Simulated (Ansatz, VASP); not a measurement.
## SnTe: VASP beside Ansatz

```
Sn Te
1.0
    -0.15091    3.08288    3.08288
     3.08288   -0.15091    3.08288
     3.08288    3.08288   -0.15091
Sn Te
1 1
Direct
  0.00000 0.00000 0.00000
  0.50000 0.50000 0.50000
```

Alike in both runs: task single point; functional PBEsol; k mesh 10 × 10 × 10; occupations gaussian, width 0.03 eV; no spin polarisation.

|  | VASP | Ansatz |
| --- | --- | --- |
| version | VASP 6.6.1 | Ansatz 0.2.0 |
| potentials or method | VASP PAW PBE potentials, release 64 (Sn_d, Te), cutoff 520 eV | scalar-relativistic, plane waves, PAW |
| valence electrons in the cell | 20 | 30 |

```csv
,VASP,Ansatz,Ansatz less VASP
gap on the k mesh at the Fermi level (eV),none,none,-
pressure (GPa),-0.6,-0.6,+0.02
"traceless stress, the component that is largest in VASP (GPa)",0.74,0.74,+0.001
```

VASP's potentials were made for PBE, not for PBEsol. A gap of «none» marks a metal or a gap that the smearing closes. With one functional, cell and mesh, what is left measures potentials, basis and numerics. VASP's potentials hold 20 valence electrons a cell and Ansatz's 30, so a difference there can come from the potentials and not from the codes.

Spin-orbit coupling is off throughout.
